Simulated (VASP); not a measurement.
# MoS2 in VASP: settings compared

MoS2 is run at these levels: PBEsol+D3(BJ), PBEsol+D4; tasks: single point.

Program: VASP 6.6.1. These are calculated values, not measurements. Logs are shortened: lines on timing, memory, paths and dates and some standing lists are left out, and cuts for length are marked.

## 1. The cell of the first run

The cell holds a slab with vacuum, 12 atoms: a = 3.115 Å, b = 3.115 Å, c = 32.476 Å, α = 90.00°, β = 90.00°, γ = 120.00°.

## 2. Single point, PBEsol+D3(BJ)

Contents of INCAR:

```
SYSTEM = MoS2
ALGO = Normal
EDIFF = 1E-7
ENCUT = 520
GGA = PS
ISIF = 2
ISMEAR = -1
IVDW = 12
LASPH = .True.
LCHARG = .True.
LELF = .True.
LREAL = .False.
LVHAR = .True.
LWAVE = .False.
NBANDS = 64
NELM = 80
PREC = Accurate
SIGMA = 0.05
```

Contents of KPOINTS:

```
k-points
0
Gamma
  10 10 1
  0 0 0
```

Contents of POSCAR:

```
MoS2
1.0
    3.1154178643      0.0000000000      0.0000000000
   -1.5577089321      2.6980310139      0.0000000000
    0.0000000000      0.0000000000     32.4756455325
Mo S
4 8
Direct
    0.3333333333      0.6666666667      0.0907324319
    0.3333333333      0.6666666667      0.7275578381
    0.6666666667      0.3333333333      0.2724421619
    0.6666666667      0.3333333333      0.9092675681
    0.6666666667      0.3333333333      0.0426230471
    0.6666666667      0.3333333333      0.6794147941
    0.3333333333      0.6666666667      0.2243031774
    0.3333333333      0.6666666667      0.8611578245
    0.6666666667      0.3333333333      0.1388421755
    0.6666666667      0.3333333333      0.7756968226
    0.3333333333      0.6666666667      0.3205852059
    0.3333333333      0.6666666667      0.9573769529
```

Potentials or basis: VASP PAW PBE potentials, release 64 (Mo_sv, S).

On the command line:

```console
cat potpaw_PBE.64/Mo_sv/POTCAR potpaw_PBE.64/S/POTCAR > POTCAR
mpirun -np 1 vasp_std > vasp.out
```

OUTCAR:

```text
SYSTEM = MoS2
   EDIFF = 1E-7
   ENCUT = 520
   GGA = PS
   ISIF = 2
   ISMEAR = -1
   IVDW = 12
   LASPH = .True.
   LREAL = .False.
   NELM = 80
   PREC = Accurate
 IVDW          = 12

 ion  position               nearest neighbor table
   1  0.333  0.667  0.091-   5 2.38   5 2.38   5 2.38   9 2.38   9 2.38   9 2.38
   2  0.333  0.667  0.728-  10 2.38  10 2.38  10 2.38   6 2.38   6 2.38   6 2.38
   3  0.667  0.333  0.272-   7 2.38   7 2.38   7 2.38  11 2.38  11 2.38  11 2.38
   4  0.667  0.333  0.909-  12 2.38  12 2.38  12 2.38   8 2.38   8 2.38   8 2.38
   5  0.667  0.333  0.043-   1 2.38   1 2.38   1 2.38
   6  0.667  0.333  0.679-   2 2.38   2 2.38   2 2.38
   7  0.333  0.667  0.224-   3 2.38   3 2.38   3 2.38
   8  0.333  0.667  0.861-   4 2.38   4 2.38   4 2.38
   9  0.667  0.333  0.139-   1 2.38   1 2.38   1 2.38
  10  0.667  0.333  0.776-   2 2.38   2 2.38   2 2.38
  11  0.333  0.667  0.321-   3 2.38   3 2.38   3 2.38
  12  0.333  0.667  0.957-   4 2.38   4 2.38   4 2.38

  LATTYP: Found a hexagonal cell.
 ALAT       =     3.1154178643
 C/A-ratio  =    10.4241700302

  Lattice vectors:

 A1 = (   3.1154178643,   0.0000000000,   0.0000000000)
 A2 = (  -1.5577089321,   2.6980310139,   0.0000000000)
 A3 = (   0.0000000000,   0.0000000000,  32.4756455325)

Analysis of symmetry for initial positions (statically):
=====================================================================
 Subroutine PRICEL returns:
 Original cell was already a primitive cell.

 Routine SETGRP: Setting up the symmetry group for a
 hexagonal supercell.

 Subroutine GETGRP returns: Found 12 space group operations
 (whereof 12 operations were pure point group operations)
 out of a pool of 24 trial point group operations.

The static configuration has the point symmetry D_3d.

Analysis of symmetry for dynamics (positions and initial velocities):
=====================================================================
 Subroutine PRICEL returns:
 Original cell was already a primitive cell.

 Routine SETGRP: Setting up the symmetry group for a
 hexagonal supercell.

 Subroutine GETGRP returns: Found 12 space group operations
 (whereof 12 operations were pure point group operations)
 out of a pool of 24 trial point group operations.

The dynamic configuration has the point symmetry D_3d.

 Subroutine INISYM returns: Found 12 space group operations
 (whereof 12 operations are pure point group operations),
 and found     1 'primitive' translations

[... 115 lines left out ...]
   NUPDOWN=      -1.0000    fix difference up-down
   EMIN   =  10.00;   EMAX   =-10.00  energy-range for DOS
   EFERMI =   0.00;   METHOD = LEGACY
   ISMEAR =    -1;   SIGMA  =   0.05  broadening in eV -4-tet -1-fermi 0-gaus
   EFERMI_NEDOS =   21; number of points for ismear=-14 and -15
   IALGO  =     38    algorithm
   IMIX   =      4    mixing-type and parameters
     AMIX     =   0.40;   BMIX     =  1.00
     AMIX_MAG =   1.60;   BMIX_MAG =  1.00
  volume/ion in A,a.u.               =      22.75       153.51
  Fermi-wavevector in a.u.,A,eV,Ry     =   1.186804  2.242734 19.163851  1.408503
  Thomas-Fermi vector in A             =   2.322969
   LORBIT       =      0    0 simple, 1 ext, 2 COOP (PROOUT), +10 PAW based schemes
   GGA     = PS    functional components
   LHFCALC =     F    Hartree Fock is set to
   AEXX    =    0.0000 exact exchange contribution
   IVDW    =    12    specifies the selected vdW correction
   LEPSILON=     F    determine dielectric tensor
   LRPA    =     F    only Hartree local field effects (RPA)
 non-spin polarized calculation
  energy-cutoff  :      520.00
  volume of cell :      272.97
 maximum number of plane-waves:      7410
 NGX is ok and might be reduce to    24
   NGX = 11   NGY = 11   NGZ =121

 number of electron     104.0000000 magnetization

 Free energy of the ion-electron system (eV)
  ---------------------------------------------------
  ext. energy  EPLUGINS =         0.00000000
  ---------------------------------------------------
  free energy    TOTEN  =       -93.66804012 eV

  energy without entropy =      -93.66802186  energy(sigma->0) =      -93.66803099

 E-fermi :   5.1291     XC(G=0):  -8.6437

 val. band max:        4.7817354003   @ k =   0.0000   0.0000   0.0000
 cond. band min:       5.5749591319   @ k =   0.2000   0.2000   0.0000
 fundamental gap:      0.7932237316
 Fermi energy:         5.1290609328

 k-point     1 :       0.0000    0.0000    0.0000
  band No.  band energies     occupation
      1     -56.6631      2.00000
      2     -56.6631      2.00000
      3     -56.6593      2.00000
      4     -56.6593      2.00000
      5     -30.8938      2.00000
      6     -30.8937      2.00000
[... 927 lines left out ...]
     63       7.6797      0.00000
     64       7.6970      0.00000

------------------------ aborting loop because EDIFF is reached ----------------------------------------

 Edisp (eV)   -4.31345

 E8    (eV) :    -2.7357

  FORCE on cell =-STRESS in cart. coord.  units (eV):
  Direction    XX          YY          ZZ          XY          YZ          ZX
  --------------------------------------------------------------------------------------
  -------------------------------------------------------------------------------------
  Total      -0.64179    -0.64179    -0.65230    -0.00000     0.00000     0.00000
  in kB      -3.76689    -3.76689    -3.82858    -0.00000     0.00000     0.00000
  external pressure =       -3.79 kB  Pullay stress =        0.00 kB

 VOLUME and BASIS-vectors are now :
 -----------------------------------------------------------------------------
  energy-cutoff  :      520.00
  volume of cell :      272.97
      direct lattice vectors                 reciprocal lattice vectors
     3.115417864  0.000000000  0.000000000     0.320984229  0.185320331  0.000000000
    -1.557708932  2.698031014  0.000000000     0.000000000  0.370640662  0.000000000
     0.000000000  0.000000000 32.475645533     0.000000000  0.000000000  0.030792306

 POSITION                                       TOTAL-FORCE (eV/Angst)
 -----------------------------------------------------------------------------------
     -0.00000      1.79869      2.94659         0.000000      0.000000      0.000192
     -0.00000      1.79869     23.62791        -0.000000      0.000000      0.012203
      1.55771      0.89934      8.84774        -0.000000      0.000000     -0.012203
      1.55771      0.89934     29.52905        -0.000000      0.000000     -0.000192
      1.55771      0.89934      1.38421        -0.000000      0.000000      0.002066
      1.55771      0.89934     22.06443         0.000000      0.000000      0.003965
     -0.00000      1.79869      7.28439         0.000000      0.000000     -0.011982
     -0.00000      1.79869     27.96666         0.000000      0.000000      0.000379
      1.55771      0.89934      4.50899         0.000000      0.000000     -0.000379
      1.55771      0.89934     25.19126        -0.000000      0.000000      0.011982
     -0.00000      1.79869     10.41121         0.000000     -0.000000     -0.003965
     -0.00000      1.79869     31.09143         0.000000     -0.000000     -0.002066
 -----------------------------------------------------------------------------------
    total drift:                                0.000000      0.000000     -0.000000

  FREE ENERGIE OF THE ION-ELECTRON SYSTEM (eV)
  ---------------------------------------------------
  free  energy   TOTEN  =       -97.9814913603 eV

  energy  without entropy=      -97.9814731011  energy(sigma->0) =      -97.98148223
```

Wall time 5.8 min (1 thread of AMD EPYC 9R45 (Zen 5), shared host); peak memory 0.44 GiB.

What came out:

| Quantity | Value |
| --- | --- |
| Free energy | -97.9815 eV |
| Largest force | 0.012 eV/Å |
| Band gap on the k mesh | 0.79 eV, indirect (least direct gap 2.01 eV) |
| Dispersion energy per atom | -0.359 eV |

Forces on the atoms (eV/Å):
```
Mo   0.000  0.000  0.000
Mo   0.000  0.000  0.012
Mo   0.000  0.000 -0.012
Mo   0.000  0.000  0.000
S    0.000  0.000  0.002
S    0.000  0.000  0.004
S    0.000  0.000 -0.012
S    0.000  0.000  0.000
S    0.000  0.000  0.000
S    0.000  0.000  0.012
S    0.000  0.000 -0.004
S    0.000  0.000 -0.002
```

Caveat: three body term missing; the PAW data sets were made with another functional, which shifts forces and pressure a little.

## 3. Single point, PBEsol+D4

This run uses another cell than the first one, of 23.15 Å³/atom, 1.018 times its volume.

Contents of INCAR:

```
SYSTEM = MoS2
  ALGO = Normal
  EDIFF = 1E-6
  ENCUT = 520
  GGA = PS
  ISIF = 2
  ISMEAR = -1
  IVDW = 13
  LASPH = .True.
  LCHARG = .False.
  LREAL = .False.
  LWAVE = .False.
  NBANDS = 64
  NELM = 60
  PREC = Accurate
  SIGMA = 0.05
```

KPOINTS is that of step 2.

Contents of POSCAR:

```
MoS2
1.0
    3.1231408063      0.0000000000      0.0000000000
   -1.5615704031      2.7047192779      0.0000000000
    0.0000000000      0.0000000000     32.8856311416
Mo S
4 8
Direct
    0.3333333333      0.6666666667      0.0906121985
    0.3333333333      0.6666666667      0.7279990117
    0.6666666667      0.3333333333      0.2720009883
    0.6666666667      0.3333333333      0.9093878015
    0.6666666667      0.3333333333      0.0431443501
    0.6666666667      0.3333333333      0.6805234658
    0.3333333333      0.6666666667      0.2245040354
    0.3333333333      0.6666666667      0.8619198791
    0.6666666667      0.3333333333      0.1380801209
    0.6666666667      0.3333333333      0.7754959646
    0.3333333333      0.6666666667      0.3194765342
    0.3333333333      0.6666666667      0.9568556499
```

Potentials or basis: VASP PAW PBE potentials, release 64 (Mo_sv, S).

On the command line:

```console
cat potpaw_PBE.64/Mo_sv/POTCAR potpaw_PBE.64/S/POTCAR > POTCAR
mpirun -np 1 vasp_std > vasp.out
```

Wall time 4 min (1 thread of AMD EPYC 9R45 (Zen 5), shared host); peak memory 0.44 GiB.

The run converged. Its results:

```yaml
Free_energy: -96.5547 eV
Largest_force: 0.005 eV/Å
Band_gap_on_the_k_mesh: 0.86 eV, indirect (least direct gap 2.00 eV)
Dispersion_energy_per_atom: -0.237 eV
```

Forces on the atoms (eV/Å):
```
Mo   0.000  0.000  0.001
Mo   0.000  0.000 -0.003
Mo   0.000  0.000  0.003
Mo   0.000  0.000 -0.001
S    0.000  0.000  0.005
S    0.000  0.000  0.000
S    0.000  0.000  0.005
S    0.000  0.000  0.002
S    0.000  0.000 -0.002
S    0.000  0.000 -0.005
S    0.000  0.000  0.000
S    0.000  0.000 -0.005
```

Levels at points of the mesh, in eV from the valence-band top:
| k point | band 48 | band 49 | band 50 | band 51 | band 52 | band 53 | band 54 | band 55 | band 56 | band 57 |
| --- | --- | --- | --- | --- | --- | --- | --- | --- | --- | --- |
| (0.00, 0.00, 0.00) | -1.62 | -1.19 | -0.54 | -0.19 | 0.00 | 2.16 | 2.16 | 2.17 | 2.17 | 2.20 |
| (0.50, 0.00, 0.00) | -1.51 | -1.48 | -1.45 | -1.40 | -1.38 | 1.71 | 1.73 | 1.75 | 1.77 | 2.09 |

Caveat: the PAW data sets were made with another functional, which shifts forces and pressure a little.
